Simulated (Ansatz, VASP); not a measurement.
# As in VASP and in Ansatz

The input INCAR:

```
PREC = Accurate
ENCUT = 520
EDIFF = 1E-7
ISMEAR = -1
SIGMA = 0.02
LREAL = F
LASPH = T
NELM = 60
ALGO = Normal
ISIF = 2
LWAVE = F
LCHARG = F
LDIPOL = T
IDIPOL = 3
DIPOL = 0.5 0.5 0.336
GGA = PE
NBANDS = 18
```

KPOINTS

```
Automatic mesh
0
Gamma
  6 8 1
```

The input POSCAR:

```
As
1.0
    4.7592707955      0.0000000000      0.0000000000
    0.0000000000      3.5975600743      0.0000000000
    0.0000000000      0.0000000000     28.2703730404
As
4
Direct
    0.0739131943      0.0000000000      0.3778726487
    0.4260868057      0.5000000000      0.3778726487
    0.5739131943      0.5000000000      0.2942090381
    0.9260868057      0.0000000000      0.2942090381
```

Input for Ansatz:

```yaml
crystal:
  lattice:
    - [4.7592707955, 0.0, 0.0]
    - [0.0, 3.5975600743, 0.0]
    - [0.0, 0.0, 28.2703730404]
  atoms:
    - { symbol: As, position: [0.0739131943, 0.0, 0.3778726487] }
    - { symbol: As, position: [0.4260868057, 0.5, 0.3778726487] }
    - { symbol: As, position: [0.5739131943, 0.5, 0.2942090381] }
    - { symbol: As, position: [0.9260868057, 0.0, 0.2942090381] }
  periodic: [true, true, false]
kpoints:
  mp_grid: { grid: [6, 8, 1] }
  band_path:
    path:
      - [0.0, 0.0, 0.0]
      - [0.5, 0.0, 0.0]
      - [0.5, 0.5, 0.0]
      - [0.0, 0.5, 0.0]
      - [0.369792, 0.0, 0.0]
    npoints: 1
hamiltonian:
  xc: pbe
scf:
  occupations: { method: fermi_dirac, width: 0.02 }
  n_extra_bands: 5
output:
  forces: true
  stress: true
  eigenvalues: true
  write_density: true
  write_potential: true
  elf: true
  volumetric_format: npy
```

Change from the starting cell: hydrostatic strain -1.0%.

Alike in both runs: task single point; functional PBE; k mesh 6 × 8 × 1; occupations fermi-dirac, width 0.02 eV; no spin polarisation.

```csv
,VASP,Ansatz
version,VASP 6.6.1,Ansatz 0.2.0
potentials or method,"VASP PAW PBE potentials, release 64 (As)","plane waves, PAW"
plane-wave cutoff (eV),520,420
valence electrons in the cell,20,60
```

|  | VASP | Ansatz | Ansatz less VASP |
| --- | --- | --- | --- |
| gap on the k mesh at the Fermi level (eV) | 0.80 | 0.81 | +0.014 |
| rms of the force components (eV/Å) | 0.243 | 0.205 | -0.0384 |

Atom by atom the forces differ by 0.039 eV/Å (rms over components). The functional is the same, so the differences come from potentials, cutoffs and numerics. VASP's potentials hold 20 valence electrons a cell and Ansatz's 60, so a difference there can come from the potentials and not from the codes.
